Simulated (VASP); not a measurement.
# In (Pm-3n) in VASP: a series of runs, part 2 of 2

VASP 6.6.1. The steps go on from the part before.

**3. Single point, PBE**

The input, INCAR:

```
SYSTEM = In
PREC     = Accurate       ! precision mode
ENCUT    = 520            ! plane-wave cutoff, eV
EDIFF    = 1E-6           ! SCF threshold, eV
ISMEAR   = -1             ! smearing method
SIGMA    = 0.1            ! smearing width, eV
LREAL    = .False.        ! projectors in reciprocal space
LASPH    = .True.         ! aspherical terms in the spheres
NELM     = 60             ! most SCF steps
ALGO     = Normal         ! electronic algorithm
ISIF     = 2              ! what is computed and relaxed
LWAVE    = .False.        ! write WAVECAR
LCHARG   = .False.        ! write CHGCAR
GGA      = PE             ! functional
NBANDS   = 62             ! bands
```

The input, KPOINTS:

```
Automatic mesh
0
Gamma
  6 6 6
  0 0 0
```

The input, POSCAR:

```
In
1.0
    6.0918459163      0.0000000000      0.0000000000
    0.0000000000      6.0918459163      0.0000000000
    0.0000000000      0.0000000000      6.0918459163
In
8
Direct
    1.0000000000      1.0000000000      0.0000000000
    0.5000000000      0.5000000000      0.5000000000
    0.2500000000      1.0000000000      0.5000000000
    0.7500000000      0.0000000000      0.5000000000
    0.5000000000      0.2500000000      1.0000000000
    0.5000000000      0.7500000000      0.0000000000
    1.0000000000      0.5000000000      0.2500000000
    1.0000000000      0.5000000000      0.7500000000
```

Potentials or basis: VASP PAW PBE potentials, release 64 (In_d).

On the command line:

```sh
$ cat potpaw_PBE.64/In_d/POTCAR > POTCAR
$ mpirun -np 1 vasp_std > vasp.out
```

OUTCAR:

```text
SYSTEM = In
   PREC = Accurate
   ENCUT = 520
   EDIFF = 1E-6
   ISMEAR = -1
   LREAL = .False.
   LASPH = .True.
   NELM = 60
   ISIF = 2
   GGA = PE

 ion  position               nearest neighbor table
   1  0.000  0.000  0.000-   3 3.41   4 3.41   5 3.41   6 3.41   7 3.41   8 3.41   3 3.41   4 3.41
                             7 3.41   8 3.41   5 3.41   6 3.41
   2  0.500  0.500  0.500-   3 3.41   4 3.41   5 3.41   6 3.41   7 3.41   8 3.41   5 3.41   6 3.41
                             3 3.41   4 3.41   7 3.41   8 3.41
   3  0.250  0.000  0.500-   4 3.05   4 3.05   1 3.41   1 3.41   2 3.41   2 3.41   5 3.73   6 3.73
                             6 3.73   5 3.73   8 3.73   7 3.73   8 3.73   7 3.73
   4  0.750  0.000  0.500-   3 3.05   3 3.05   1 3.41   1 3.41   2 3.41   2 3.41   5 3.73   6 3.73
                             6 3.73   5 3.73   8 3.73   7 3.73   8 3.73   7 3.73
   5  0.500  0.250  0.000-   6 3.05   6 3.05   1 3.41   2 3.41   2 3.41   1 3.41   3 3.73   4 3.73
                             3 3.73   4 3.73   8 3.73   7 3.73   7 3.73   8 3.73
   6  0.500  0.750  0.000-   5 3.05   5 3.05   1 3.41   2 3.41   2 3.41   1 3.41   3 3.73   4 3.73
                             3 3.73   4 3.73   8 3.73   7 3.73   7 3.73   8 3.73
   7  0.000  0.500  0.250-   8 3.05   8 3.05   1 3.41   2 3.41   1 3.41   2 3.41   3 3.73   4 3.73
                             5 3.73   3 3.73   4 3.73   6 3.73   5 3.73   6 3.73
   8  0.000  0.500  0.750-   7 3.05   7 3.05   1 3.41   2 3.41   1 3.41   2 3.41   3 3.73   4 3.73
                             5 3.73   3 3.73   4 3.73   6 3.73   5 3.73   6 3.73

  LATTYP: Found a simple cubic cell.
 ALAT       =     6.0918459163

  Lattice vectors:

 A1 = (   6.0918459163,   0.0000000000,   0.0000000000)
 A2 = (   0.0000000000,   6.0918459163,   0.0000000000)
 A3 = (   0.0000000000,   0.0000000000,   6.0918459163)

Analysis of symmetry for initial positions (statically):
=====================================================================
 Subroutine PRICEL returns:
 Original cell was already a primitive cell.

 Routine SETGRP: Setting up the symmetry group for a
 simple cubic supercell.

 Subroutine GETGRP returns: Found 48 space group operations
 (whereof 24 operations were pure point group operations)
[... 154 lines left out ...]
   LEPSILON=     F    determine dielectric tensor
   LRPA    =     F    only Hartree local field effects (RPA)
 non-spin polarized calculation
  energy-cutoff  :      520.00
  volume of cell :      226.07
 maximum number of plane-waves:      6126
 NGX is ok and might be reduce to    48
   NGX = 23   NGY = 23   NGZ = 23

 number of electron     103.9999991 magnetization

 Free energy of the ion-electron system (eV)
  ---------------------------------------------------
  ext. energy  EPLUGINS =         0.00000000
  ---------------------------------------------------
  free energy    TOTEN  =       -20.25293960 eV

  energy without entropy =      -20.10159707  energy(sigma->0) =      -20.17726834

 E-fermi :   6.6568     XC(G=0):  -9.8839

 val. band max:        6.6419717215   @ k =   0.5000   0.3333   0.1667
 cond. band min:       6.6690823666   @ k =   0.1667   0.0000   0.0000
 fundamental gap:      0.0271106452
 Fermi energy:         6.6567659468

 k-point     1 :       0.0000    0.0000    0.0000
  band No.  band energies     occupation
      1      -8.1463      2.00000
      2      -8.1416      2.00000
      3      -8.1416      2.00000
      4      -7.9780      2.00000
      5      -7.9780      2.00000
      6      -7.9780      2.00000
[... 1289 lines left out ...]
     61      10.2333      0.00000
     62      10.2333      0.00000

------------------------ aborting loop because EDIFF is reached ----------------------------------------

  FORCE on cell =-STRESS in cart. coord.  units (eV):
  Direction    XX          YY          ZZ          XY          YZ          ZX
  --------------------------------------------------------------------------------------
  -------------------------------------------------------------------------------------
  Total       -0.1244028     -0.1244028     -0.1244028     -0.0000000      0.0000000      0.0000000
  in kB       -0.8816457     -0.8816457     -0.8816457     -0.0000000      0.0000000      0.0000000
  external PRESSURE =      -0.8816457 kB  Pullay stress =       0.0000000 kB

 VOLUME and BASIS-vectors are now :
 -----------------------------------------------------------------------------
  energy-cutoff  :      520.00
  volume of cell :      226.07
      direct lattice vectors                 reciprocal lattice vectors
     6.091845916  0.000000000  0.000000000     0.164153856  0.000000000  0.000000000
     0.000000000  6.091845916  0.000000000     0.000000000  0.164153856  0.000000000
     0.000000000  0.000000000  6.091845916     0.000000000  0.000000000  0.164153856

 POSITION                                       TOTAL-FORCE (eV/Angst)
 -----------------------------------------------------------------------------------
      0.00000      0.00000      0.00000        -0.000000      0.000000     -0.000000
      3.04592      3.04592      3.04592        -0.000000      0.000000     -0.000000
      1.52296      0.00000      3.04592         0.000000     -0.000000      0.000000
      4.56888      0.00000      3.04592        -0.000000      0.000000      0.000000
      3.04592      1.52296      0.00000         0.000000      0.000000     -0.000000
      3.04592      4.56888      0.00000        -0.000000      0.000000     -0.000000
      0.00000      3.04592      1.52296         0.000000      0.000000     -0.000000
      0.00000      3.04592      4.56888        -0.000000     -0.000000      0.000000
 -----------------------------------------------------------------------------------
    total drift:                                0.000000     -0.000000      0.000000

  FREE ENERGIE OF THE ION-ELECTRON SYSTEM (eV)
  ---------------------------------------------------
  free  energy   TOTEN  =       -20.2529396047 eV

  energy  without entropy=      -20.1015970746  energy(sigma->0) =      -20.17726834
```

Run time: 2 min. Hardware: 1 thread of Intel Xeon 6975P-C (Granite Rapids), shared host; peak memory 0.42 GiB.

Results:

```yaml
Free_energy: -20.2529 eV
Pressure: -0.1 GPa
Band_gap_on_the_k_mesh: zero (bands 52 and 53 overlap by 2.73 eV)
```

Levels at points of the mesh, in eV from the Fermi level:
| k point | band 50 | band 51 | band 52 | band 53 | band 54 | band 55 |
| --- | --- | --- | --- | --- | --- | --- |
| (0.00, 0.00, 0.00) | -0.96 | -0.47 | -0.47 | -0.47 | 0.20 | 0.20 |
| (0.50, 0.00, 0.00) | -2.53 | -0.20 | -0.20 | 0.42 | 0.42 | 1.24 |
| (0.50, 0.50, 0.00) | -1.62 | -1.62 | -0.98 | 1.61 | 1.66 | 2.18 |
| (0.50, 0.50, 0.50) | 2.24 | 2.24 | 2.24 | 2.24 | 2.24 | 2.71 |

Caveat: spin-orbit coupling is left out, which moves the levels of the heavy elements.

**4. Relaxation of cell and atoms, PBE**

This run uses another cell than the first one, of 26.14 Å³/atom.

The input, INCAR:

```
SYSTEM = In
  PREC = Accurate
  ENCUT = 600
  EDIFF = 1E-6
  ISMEAR = -1
  SIGMA = 0.1
  LREAL = .False.
  LASPH = .True.
  NELM = 100
  ALGO = Normal
  ISIF = 3
  LWAVE = .False.
  LCHARG = .False.
  GGA = PE
  IBRION = 2
  NSW = 80
  EDIFFG = -0.01
```

The input, KPOINTS:

```
regular mesh
0
Gamma
  5 5 5
  0 0 0
```

The input, POSCAR:

```
In
1.0
    5.9358781157      0.0000000000      0.0000000000
    0.0000000000      5.9358781157      0.0000000000
    0.0000000000      0.0000000000      5.9358781157
In
8
Direct
    0.0000000000      0.0000000000      0.0000000000
    0.5000000000      0.5000000000      0.5000000000
    0.2500000000      0.0000000000      0.5000000000
    0.7500000000      0.0000000000      0.5000000000
    0.5000000000      0.2500000000      0.0000000000
    0.5000000000      0.7500000000      0.0000000000
    0.0000000000      0.5000000000      0.2500000000
    0.0000000000      0.5000000000      0.7500000000
```

On the command line:

```sh
$ cat potpaw_PBE.64/In_d/POTCAR > POTCAR
$ mpirun -np 1 vasp_std > vasp.out
```

Run time: 2.7 min. Hardware: 1 thread of Intel Xeon 6975P-C (Granite Rapids), shared host; peak memory 0.38 GiB.

It converged, with:

- Free energy: -20.2887 eV
- Relaxed volume: 28.26 Å³/atom
- Relaxed cell: a = 6.092 Å, b = 6.092 Å, c = 6.092 Å, α = 90.00°, β = 90.00°, γ = 90.00°
- Space group after relaxing (to 0.1 Å): Pm-3n (No. 223)
- Energy gained by relaxing: 19.5 meV/atom
- Ionic steps: 3
- Pressure after relaxing: 0.0 GPa
- Band gap on the k mesh: zero (bands 52 and 53 overlap by 2.15 eV)

The path:
```csv
step,energy change (eV),largest force (eV/Å),pressure (GPa),volume (Å³)
1,0.0000,0.0000,3.21,209.15
2,-0.1560,0.0000,0.10,225.40
3,-0.1562,0.0000,-0.04,226.09
```

Final structure:
```
CELL_PARAMETERS angstrom
6.09201 0.00000 0.00000
0.00000 6.09201 0.00000
0.00000 0.00000 6.09201
ATOMIC_POSITIONS crystal
In 0.00000 0.00000 0.00000
In 0.50000 0.50000 0.50000
In 0.25000 0.00000 0.50000
In 0.75000 0.00000 0.50000
In 0.50000 0.25000 0.00000
In 0.50000 0.75000 0.00000
In 0.00000 0.50000 0.25000
In 0.00000 0.50000 0.75000
```

Levels at points of the mesh, in eV from the Fermi level:
```csv
k point,band 49,band 50,band 51,band 52,band 53,band 54,band 55,band 56
"(0.00, 0.00, 0.00)",-1.10,-1.10,-0.61,-0.61,-0.61,0.06,0.06,0.06
```

Caveat: spin-orbit coupling is left out, which moves the levels of the heavy elements.

**5. Overview**

```tsv
task	cell	k mesh	cutoff (eV)	gap on the mesh (eV)	pressure (GPa)
single point	a = 6.092 Å, 8 atoms	5 × 5 × 5	520	none	0.0
single point	a = 6.092 Å, 8 atoms	6 × 6 × 6	520	none	-0.1
relaxation of cell and atoms	relaxed from a = 5.936 Å, 8 atoms	5 × 5 × 5	600	none	0.0
```

Alike in all rows: level PBE; potentials or basis VASP PAW PBE potentials, release 64 (In_d); no spin polarisation; smearing fermi-dirac 0.1 eV.

Caveats: spin-orbit coupling is left out, which moves the levels of the heavy elements.

Total energies depend on the potentials used, so only differences within one code and one set of settings carry meaning.
